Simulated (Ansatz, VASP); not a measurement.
**Two plane-wave programs on Y**

File POSCAR:

```
Y
1.0
    3.3514357691      0.0000000000      0.0000000000
    0.0000000000      3.3514357691      0.0000000000
    0.0000000000      0.0000000000      3.3514357691
Y
1
Direct
    0.0000000000      0.0000000000      0.0000000000
```

Contents of INCAR.step1:

```
PREC = Accurate
ENCUT = 550
ISMEAR = -1
SIGMA = 0.1
LREAL = False
LASPH = True
NELM = 120
NBANDS = 12
GGA = PE
ALGO = Normal
EDIFF = 1E-5
LWAVE = True
LCHARG = False
GGA_COMPAT = False
```

Contents of INCAR.step2:

```
PREC = Accurate
ENCUT = 550
EDIFF = 1E-6
ISMEAR = -1
SIGMA = 0.1
LREAL = False
LASPH = True
NELM = 120
ALGO = Normal
ISIF = 2
LWAVE = False
LCHARG = False
METAGGA = R2SCAN
LMIXTAU = True
NBANDS = 12
ISTART = 1
GGA_COMPAT = False
```

The input KPOINTS:

```
regular mesh
0
Gamma
  11 11 11
```

Input for Ansatz:

```yaml
crystal:
  lattice:
    - [3.3514357691, 0.0, 0.0]
    - [0.0, 3.3514357691, 0.0]
    - [0.0, 0.0, 3.3514357691]
  atoms:
    - { symbol: "Y", position: [0.0, 0.0, 0.0] }
hamiltonian:
  xc: r2scan
  pseudopotentials:
    kind: paw
    azcp:
      "Y": "pseudopotentials/Y.paw.azcp"
basis:
  ecutwfc: 500
  fft_grid_basis: typed
kpoints:
  mp_grid: { grid: [11, 11, 11], shift: [0, 0, 0] }
magnetization:
  spin_polarized: false
scf:
  occupations: { method: fermi_dirac, width: 0.1 }
  lower_state_search: "off"
output:
  stress: true
  write_density: true
  write_potential: true
  elf: true
  volumetric_format: npy
```

Alike in both runs: task single point; functional r2SCAN; k mesh 11 × 11 × 11; occupations fermi-dirac, width 0.1 eV; no spin polarisation.

|  | VASP | Ansatz |
| --- | --- | --- |
| version | VASP 6.6.1 | Ansatz 0.2.0 |
| potentials or method | VASP PAW PBE potentials, release 64 (Y_sv), cutoff 550 eV | plane waves (500 eV) with PAW, scalar-relativistic |
| valence electrons in the cell | 11 | 11 |

|  | VASP | Ansatz | Ansatz less VASP |
| --- | --- | --- | --- |
| pressure (GPa) | -1.8 | -1.9 | -0.11 |

VASP's potentials were made for PBE, not for r2SCAN.
